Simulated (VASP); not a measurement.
# LiF in VASP: notebook

LiF is run at these levels: PBE; tasks: single point.

Everything below comes from runs of VASP 6.6.1. Logs are shortened: lines on timing, memory, paths and dates and some standing lists are left out, and cuts for length are marked.

### 1 The cell of the first run

Symmetry: F-43m, No. 216, cubic system. Conventional cell: a = 4.225 Å, b = 4.225 Å, c = 4.225 Å, α = 90.00°, β = 90.00°, γ = 90.00°. Within 2.4 Å of Li (site symmetry -43m) lie 4 F at 1.83 Å. Within 2.4 Å of F (site symmetry -43m) lie 4 Li at 1.83 Å.

### 2 Single point, PBE (strain -1.5%)

Contents of INCAR:

```
PREC = Accurate
ENCUT = 520
EDIFF = 1E-6
ISMEAR = -1
SIGMA = 0.02
LREAL = F
LASPH = T
NELM = 100
ALGO = Normal
ISIF = 2
LWAVE = F
LCHARG = F
GGA = PE
NBANDS = 12
```

Contents of KPOINTS:

```
regular mesh
0
Gamma
  10 10 10
```

Contents of POSCAR:

```
LiF
1.0
    0.0000000000      2.1124413890      2.1124413890
    2.1124413890      0.0000000000      2.1124413890
    2.1124413890      2.1124413890      0.0000000000
Li F
1 1
Direct
    0.0000000000      0.0000000000      0.0000000000
    0.2500000000      0.2500000000      0.2500000000
```

Potentials or basis: VASP PAW PBE potentials, release 64 (Li_sv, F).

Command:

```
cat potpaw_PBE.64/Li_sv/POTCAR potpaw_PBE.64/F/POTCAR > POTCAR
mpirun -np 1 vasp_std > vasp.out
```

OUTCAR:

```text
PREC = Accurate
   ENCUT = 520
   EDIFF = 1E-6
   ISMEAR = -1
   LREAL = F
   LASPH = T
   NELM = 100
   ISIF = 2
   GGA = PE

 ion  position               nearest neighbor table
   1  0.000  0.000  0.000-   2 1.83   2 1.83   2 1.83   2 1.83
   2  0.250  0.250  0.250-   1 1.83   1 1.83   1 1.83   1 1.83

  LATTYP: Found a face centered cubic cell.
 ALAT       =     4.2248827780

  Lattice vectors:

 A1 = (   0.0000000000,   2.1124413890,   2.1124413890)
 A2 = (   2.1124413890,   0.0000000000,   2.1124413890)
 A3 = (   2.1124413890,   2.1124413890,   0.0000000000)

Analysis of symmetry for initial positions (statically):
=====================================================================
 Subroutine PRICEL returns:
 Original cell was already a primitive cell.

 Routine SETGRP: Setting up the symmetry group for a
 face centered cubic supercell.

 Subroutine GETGRP returns: Found 24 space group operations
 (whereof 24 operations were pure point group operations)
 out of a pool of 48 trial point group operations.

The static configuration has the point symmetry T_d .

Analysis of symmetry for dynamics (positions and initial velocities):
=====================================================================
 Subroutine PRICEL returns:
 Original cell was already a primitive cell.

 Routine SETGRP: Setting up the symmetry group for a
 face centered cubic supercell.

 Subroutine GETGRP returns: Found 24 space group operations
 (whereof 24 operations were pure point group operations)
 out of a pool of 48 trial point group operations.

The dynamic configuration has the point symmetry T_d .

 Subroutine INISYM returns: Found 24 space group operations
 (whereof 24 operations are pure point group operations),
 and found     1 'primitive' translations

----------------------------------------------------------------------------------------

                                     Primitive cell

  volume of cell :      18.8532

  direct lattice vectors                    reciprocal lattice vectors
     0.000000000  2.112441389  2.112441389    -0.236692958  0.236692958  0.236692958
     2.112441389  0.000000000  2.112441389     0.236692958 -0.236692958  0.236692958
     2.112441389  2.112441389  0.000000000     0.236692958  0.236692958 -0.236692958

  length of vectors
     2.987443262  2.987443262  2.987443262     0.409964228  0.409964228  0.409964228

  position of ions in fractional coordinates (direct lattice)
     0.000000000  0.000000000  0.000000000
     0.250000000  0.250000000  0.250000000

  ion indices of the primitive-cell ions
   primitive index   ion index
                 1           1
                 2           2

----------------------------------------------------------------------------------------

 KPOINTS: regular mesh

Automatic generation of k-mesh.
 Grid dimensions read from file:
 generate k-points for:   10   10   10

 Generating k-lattice:

  Cartesian coordinates                     Fractional coordinates (reciprocal lattice)
    -0.023669296  0.023669296  0.023669296     0.100000000  0.000000000  0.000000000
     0.023669296 -0.023669296  0.023669296     0.000000000  0.100000000  0.000000000
     0.023669296  0.023669296 -0.023669296     0.000000000  0.000000000  0.100000000

  Length of vectors
     0.040996423  0.040996423  0.040996423

  Shift w.r.t. Gamma in fractional coordinates (k-lattice)
     0.000000000  0.000000000  0.000000000

 Subroutine IBZKPT returns following result:
 ===========================================

 Found     47 irreducible k-points:

 Following reciprocal coordinates:
            Coordinates               Weight
  0.000000  0.000000  0.000000      1.000000
  0.100000  0.000000  0.000000      8.000000
  0.200000  0.000000  0.000000      8.000000
  0.300000  0.000000  0.000000      8.000000
  0.400000  0.000000  0.000000      8.000000
  0.500000  0.000000  0.000000      4.000000
[... 16 lines left out ...]
  0.300000  0.300000  0.000000      6.000000
  0.400000  0.300000  0.000000     24.000000
 [... further k-points ...]
   k-points           NKPTS =     47   k-points in BZ     NKDIM =     47   number of bands    NBANDS=     12
   number of dos      NEDOS =    301   number of ions     NIONS =      2
   total plane-waves  NPLWV =  13824
   dimension x,y,z NGX =    24 NGY =   24 NGZ =   24
   dimension x,y,z NGXF=    48 NGYF=   48 NGZF=   48
   ions per type =               1   1
   NGX,Y,Z   is equivalent  to a cutoff of  13.36, 13.36, 13.36 a.u.
   NGXF,Y,Z  is equivalent  to a cutoff of  26.71, 26.71, 26.71 a.u.
 SYSTEM =  unknown system
   PREC   = accura    normal or accurate (medium, high low for compatibility)
   ISTART =      0    job   : 0-new  1-cont  2-samecut
   ICHARG =      2    charge: 1-file 2-atom 10-const
   ISPIN  =      1    spin polarized calculation?
   LNONCOLLINEAR =      F non collinear calculations
   LSORBIT =      F    spin-orbit coupling
   LASPH  =      T    aspherical Exc in radial PAW
   ENCUT  =  520.0 eV  38.22 Ry    6.18 a.u.   5.55  5.55  5.55*2*pi/ulx,y,z
   NELM   =    100;   NELMIN=  2; NELMDL= -5     # of ELM steps
   EDIFF  = 0.1E-05   stopping-criterion for ELM
   LREAL  =      F    real-space projection
   EDIFFG = 0.1E-04   stopping-criterion for IOM
   NSW    =      0    number of steps for IOM
   IBRION =     -1    ionic relax: 0-MD 1-quasi-New 2-CG
   NFREE  =      0    steps in history (QN), initial steepest desc. (CG)
   ISIF   =      2    stress and relaxation
   ISYM   =      2    0-nonsym 1-usesym 2-fastsym
   POTIM  = 0.5000    time-step for ionic-motion
   TEBEG  =    0.0;   TEEND  =   0.0 temperature during run
   PSTRESS=    0.0 pullay stress
   NELECT =      10.0000    total number of electrons
   NUPDOWN=      -1.0000    fix difference up-down
   EMIN   =  10.00;   EMAX   =-10.00  energy-range for DOS
   EFERMI =   0.00;   METHOD = LEGACY
   ISMEAR =    -1;   SIGMA  =   0.02  broadening in eV -4-tet -1-fermi 0-gaus
   EFERMI_NEDOS =   21; number of points for ismear=-14 and -15
   IALGO  =     38    algorithm
   IMIX   =      4    mixing-type and parameters
     AMIX     =   0.40;   BMIX     =  1.00
     AMIX_MAG =   1.60;   BMIX_MAG =  1.00
  volume/ion in A,a.u.               =       9.43        63.61
  Fermi-wavevector in a.u.,A,eV,Ry     =   1.325196  2.504258 23.893801  1.756145
  Thomas-Fermi vector in A             =   2.454675
   LORBIT       =      0    0 simple, 1 ext, 2 COOP (PROOUT), +10 PAW based schemes
   GGA     = PE    functional components
   LHFCALC =     F    Hartree Fock is set to
   AEXX    =    0.0000 exact exchange contribution
   IVDW    =     0    specifies the selected vdW correction
   LEPSILON=     F    determine dielectric tensor
   LRPA    =     F    only Hartree local field effects (RPA)
 non-spin polarized calculation
  energy-cutoff  :      520.00
  volume of cell :       18.85
 maximum number of plane-waves:       531
 NGX is ok and might be reduce to    24
   NGX = 11   NGY = 11   NGZ = 11

 number of electron      10.0000005 magnetization

 Free energy of the ion-electron system (eV)
  ---------------------------------------------------
  ext. energy  EPLUGINS =         0.00000000
  ---------------------------------------------------
  free energy    TOTEN  =        -9.59124422 eV

  energy without entropy =       -9.59124422  energy(sigma->0) =       -9.59124422

 E-fermi :  -1.8620     XC(G=0):  -9.0682

 val. band max:       -2.3149292897   @ k =   0.0000   0.0000   0.0000
 cond. band min:       5.8579080894   @ k =   0.0000   0.0000   0.0000
 fundamental gap:      8.1728373791
 Fermi energy:        -1.8620260919

 k-point     1 :       0.0000    0.0000    0.0000
  band No.  band energies     occupation
      1     -42.5315      2.00000
      2     -21.7283      2.00000
      3      -2.3149      2.00000
      4      -2.3149      2.00000
      5      -2.3149      2.00000
      6       5.8579      0.00000
      7      17.5744      0.00000
      8      17.5744      0.00000
      9      17.5744      0.00000
     10      26.4800      0.00000
     11      26.4800      0.00000
     12      26.4801      0.00000

 k-point     2 :       0.1000    0.0000    0.0000
  band No.  band energies     occupation
      1     -42.5270      2.00000
      2     -21.7105      2.00000
      3      -2.5506      2.00000
      4      -2.3428      2.00000
      5      -2.3428      2.00000
      6       6.1471      0.00000
      7      17.3584      0.00000
      8      17.6397      0.00000
      9      17.6397      0.00000
     10      25.1573      0.00000
     11      25.1573      0.00000
     12      25.2008      0.00000

 k-point     3 :       0.2000    0.0000    0.0000
  band No.  band energies     occupation
      1     -42.5151      2.00000
      2     -21.6625      2.00000
      3      -3.1258      2.00000
      4      -2.4143      2.00000
      5      -2.4143      2.00000
      6       6.9342      0.00000
      7      16.5515      0.00000
      8      17.7041      0.00000
      9      17.7041      0.00000
     10      24.1694      0.00000
     11      24.1694      0.00000
     12      24.5454      0.00000
[... 286 lines left out ...]
 k-point    23 :       0.3000    0.3000    0.0000
  band No.  band energies     occupation
      1     -42.4905      2.00000
      2     -21.5630      2.00000
      3      -3.4308      2.00000
      4      -2.8886      2.00000
      5      -2.8886      2.00000
      6       7.9239      0.00000
      7      15.9147      0.00000
      8      17.4984      0.00000
      9      17.4984      0.00000
     10      18.9289      0.00000
     11      27.2843      0.00000
     12      30.6946      0.00000

 k-point    24 :       0.4000    0.3000    0.0000
  band No.  band energies     occupation
      1     -42.4812      2.00000
      2     -21.5234      2.00000
      3      -3.6919      2.00000
      4      -2.9911      2.00000
      5      -2.9794      2.00000
      6       8.4187      0.00000
      7      14.6784      0.00000
      8      17.5473      0.00000
      9      17.6766      0.00000
     10      19.4802      0.00000
     11      26.7872      0.00000
     12      30.2560      0.00000

 [... further k-points ...]

------------------------ aborting loop because EDIFF is reached ----------------------------------------

  FORCE on cell =-STRESS in cart. coord.  units (eV):
  Direction    XX          YY          ZZ          XY          YZ          ZX
  --------------------------------------------------------------------------------------
  -------------------------------------------------------------------------------------
  Total        0.7123156      0.7123156      0.7123156     -0.0000000      0.0000000      0.0000000
  in kB       60.5339554     60.5339554     60.5339554     -0.0000000      0.0000000      0.0000000
  external PRESSURE =      60.5339554 kB  Pullay stress =       0.0000000 kB

 VOLUME and BASIS-vectors are now :
 -----------------------------------------------------------------------------
  energy-cutoff  :      520.00
  volume of cell :       18.85
      direct lattice vectors                 reciprocal lattice vectors
     0.000000000  2.112441389  2.112441389    -0.236692958  0.236692958  0.236692958
     2.112441389  0.000000000  2.112441389     0.236692958 -0.236692958  0.236692958
     2.112441389  2.112441389  0.000000000     0.236692958  0.236692958 -0.236692958

 POSITION                                       TOTAL-FORCE (eV/Angst)
 -----------------------------------------------------------------------------------
      0.00000      0.00000      0.00000        -0.000000     -0.000000     -0.000000
      1.05622      1.05622      1.05622         0.000000      0.000000      0.000000
 -----------------------------------------------------------------------------------
    total drift:                                0.000001      0.000001      0.000000

  FREE ENERGIE OF THE ION-ELECTRON SYSTEM (eV)
  ---------------------------------------------------
  free  energy   TOTEN  =        -9.5912442186 eV

  energy  without entropy=       -9.5912442186  energy(sigma->0) =       -9.59124422
```

It took 25 s on 1 thread of AMD EPYC 7R13, shared host; peak memory 0.1 GiB.

What came out:

| Property | Result |
| --- | --- |
| Free energy | -9.5912 eV |
| Band gap on the k mesh | 8.17 eV, direct |

Caveat: the cell differs from its parent crystal (strain -1.5%); the cutoff is under 1.25 times the usual one of these potentials, so pressure, stress and relaxed cells hold a basis-set (Pulay) error.

### 3 Single point, PBE (shear xy strain +2.5%)

Contents of INCAR:

```
ALGO     = Normal         # electronic algorithm
EDIFF    = 1E-6           # SCF threshold, eV
ENCUT    = 520            # plane-wave cutoff, eV
GGA      = PE             # functional
ISIF     = 2              # what is computed and relaxed
ISMEAR   = 0              # smearing method
LASPH    = T              # aspherical terms in the spheres
LCHARG   = F              # write CHGCAR
LREAL    = F              # projectors in reciprocal space
LWAVE    = F              # write WAVECAR
NBANDS   = 12             # bands
NELM     = 60             # most SCF steps
PREC     = Accurate       # precision mode
SIGMA    = 0.01           # smearing width, eV
```

Contents of KPOINTS:

```
k-points
0
Gamma
  6 6 6
```

Contents of POSCAR:

```
LiF
1.0
    0.0268076318      2.1446105472      2.1446105472
    2.1446105472      0.0268076318      2.1446105472
    2.1714181791      2.1714181791      0.0000000001
Li F
1 1
Direct
    0.0024338183      0.0024338183     -0.0024338183
    0.2475661817      0.2475661817      0.2524338183
```

Potentials or basis: VASP PAW PBE potentials, release 64 (Li_sv, F).

Command:

```
cat potpaw_PBE.64/Li_sv/POTCAR potpaw_PBE.64/F/POTCAR > POTCAR
mpirun -np 1 vasp_std > vasp.out
```

OUTCAR:

```text
EDIFF = 1E-6
   ENCUT = 520
   GGA = PE
   ISIF = 2
   ISMEAR = 0
   LASPH = T
   LREAL = F
   NELM = 60
   PREC = Accurate

 ion  position               nearest neighbor table
   1  0.002  0.002  0.998-   2 1.85   2 1.85   2 1.86   2 1.86
   2  0.248  0.248  0.252-   1 1.85   1 1.85   1 1.86   1 1.86

  LATTYP: Found a body centered orthorhombic cell.
 ALAT       =     2.9950256054
 B/A-ratio  =     1.0253164557
 C/A-ratio  =     1.4321149998

  Lattice vectors:

 A1 = (   2.1446105473,   0.0268076319,  -2.1446105471)
 A2 = (  -2.1446105472,  -0.0268076318,  -2.1446105472)
 A3 = (   0.0268076318,   2.1446105472,   2.1446105472)

Analysis of symmetry for initial positions (statically):
=====================================================================
 Subroutine PRICEL returns:
 Original cell was already a primitive cell.

 Routine SETGRP: Setting up the symmetry group for a
 body centered orthorhombic supercell.

 Subroutine GETGRP returns: Found  4 space group operations
 (whereof  4 operations were pure point group operations)
 out of a pool of  8 trial point group operations.

The static configuration has the point symmetry C_2v.

Analysis of symmetry for dynamics (positions and initial velocities):
=====================================================================
 Subroutine PRICEL returns:
 Original cell was already a primitive cell.

 Routine SETGRP: Setting up the symmetry group for a
 body centered orthorhombic supercell.

 Subroutine GETGRP returns: Found  4 space group operations
 (whereof  4 operations were pure point group operations)
 out of a pool of  8 trial point group operations.

The dynamic configuration has the point symmetry C_2v.

 Subroutine INISYM returns: Found  4 space group operations
 (whereof  4 operations are pure point group operations),
 and found     1 'primitive' translations

----------------------------------------------------------------------------------------
[... 117 lines left out ...]
   LORBIT       =      0    0 simple, 1 ext, 2 COOP (PROOUT), +10 PAW based schemes
   GGA     = PE    functional components
   LHFCALC =     F    Hartree Fock is set to
   AEXX    =    0.0000 exact exchange contribution
   IVDW    =     0    specifies the selected vdW correction
   LEPSILON=     F    determine dielectric tensor
   LRPA    =     F    only Hartree local field effects (RPA)
 non-spin polarized calculation
 Gauss-broadening in eV      SIGMA  =   0.01
  energy-cutoff  :      520.00
  volume of cell :       19.72
 maximum number of plane-waves:       540
 NGX is ok and might be reduce to    24
   NGX = 11   NGY = 11   NGZ = 11

 number of electron      10.0000000 magnetization

 number of electron       9.9999993 magnetization

 Free energy of the ion-electron system (eV)
  ---------------------------------------------------
  ext. energy  EPLUGINS =         0.00000000
  ---------------------------------------------------
  free energy    TOTEN  =        -9.61616635 eV

  energy without entropy =       -9.61616635  energy(sigma->0) =       -9.61616635

 E-fermi :  -2.2564     XC(G=0):  -8.8663

 val. band max:       -2.4784340835   @ k =   0.0000   0.0000   0.0000
 cond. band min:       5.3893673943   @ k =   0.0000   0.0000   0.0000
 fundamental gap:      7.8678014778
 Fermi energy:        -2.2564496213

 k-point     1 :       0.0000    0.0000    0.0000
  band No.  band energies     occupation
      1     -42.8668      2.00000
      2     -21.8679      2.00000
      3      -2.5726      2.00000
      4      -2.5278      2.00000
      5      -2.4784      2.00000
      6       5.3894      0.00000
      7      16.6997      0.00000
      8      16.9703      0.00000
      9      17.2402      0.00000
     10      25.4359      0.00000
     11      25.6089      0.00000
     12      25.8172      0.00000
[... 331 lines left out ...]
 k-point    24 :       0.5000    0.5000    0.1667
  band No.  band energies     occupation
      1     -42.8195      2.00000
      2     -21.6454      2.00000
      3      -4.0151      2.00000
      4      -3.3667      2.00000
      5      -3.1251      2.00000
      6       8.5777      0.00000
      7      13.2200      0.00000
      8      16.4685      0.00000
      9      17.1322      0.00000
     10      19.2868      0.00000
     11      25.6817      0.00000
     12      28.8715      0.00000

 [... further k-points ...]
[... 5 lines left out ...]
  --------------------------------------------------------------------------------------
  -------------------------------------------------------------------------------------
  Total        0.3503755      0.3503755      0.3460397     -0.1105245     -0.0000000     -0.0000000
  in kB       28.4601260     28.4601260     28.1079459     -8.9776284     -0.0000000     -0.0000000
  external PRESSURE =      28.3427326 kB  Pullay stress =       0.0000000 kB

 VOLUME and BASIS-vectors are now :
 -----------------------------------------------------------------------------
  energy-cutoff  :      520.00
  volume of cell :       19.72
      direct lattice vectors                 reciprocal lattice vectors
     0.026807632  2.144610547  2.144610547    -0.236093735  0.236093735  0.233142563
     2.144610547  0.026807632  2.144610547     0.236093735 -0.236093735  0.233142563
     2.171418179  2.171418179  0.000000000     0.230264260  0.230264260 -0.233142563

 POSITION                                       TOTAL-FORCE (eV/Angst)
 -----------------------------------------------------------------------------------
      2.17142      2.17142      0.01044        -0.000000     -0.000000      0.001999
      1.08571      1.08571      1.06187         0.000000      0.000000     -0.001999
 -----------------------------------------------------------------------------------
    total drift:                                0.000000      0.000000     -0.000443

  FREE ENERGIE OF THE ION-ELECTRON SYSTEM (eV)
  ---------------------------------------------------
  free  energy   TOTEN  =        -9.6161663465 eV

  energy  without entropy=       -9.6161663465  energy(sigma->0) =       -9.61616635
```

stdout:

```text
POSCAR found type information on POSCAR LiF
 POSCAR found :  2 types and       2 ions
 scaLAPACK will be used
 LDA part: xc-table for (Slater+PW92), standard interpolation
 POSCAR, INCAR and KPOINTS ok, starting setup
 FFT: planning ... GRIDC
 FFT: planning ... GRID_SOFT
 FFT: planning ... GRID
 WAVECAR not read
 entering main loop
```

It took 21 s on 1 thread of AMD EPYC 7R13, shared host; peak memory 0.1 GiB.

What came out:

```yaml
Free_energy: -9.6162 eV
Band_gap_on_the_k_mesh: 7.87 eV, direct
```

Caveat: the k points lie up to 0.43 Å⁻¹ apart; the cell differs from its parent crystal (shear xy strain +2.5%); the cutoff is under 1.25 times the usual one of these potentials, so pressure, stress and relaxed cells hold a basis-set (Pulay) error.
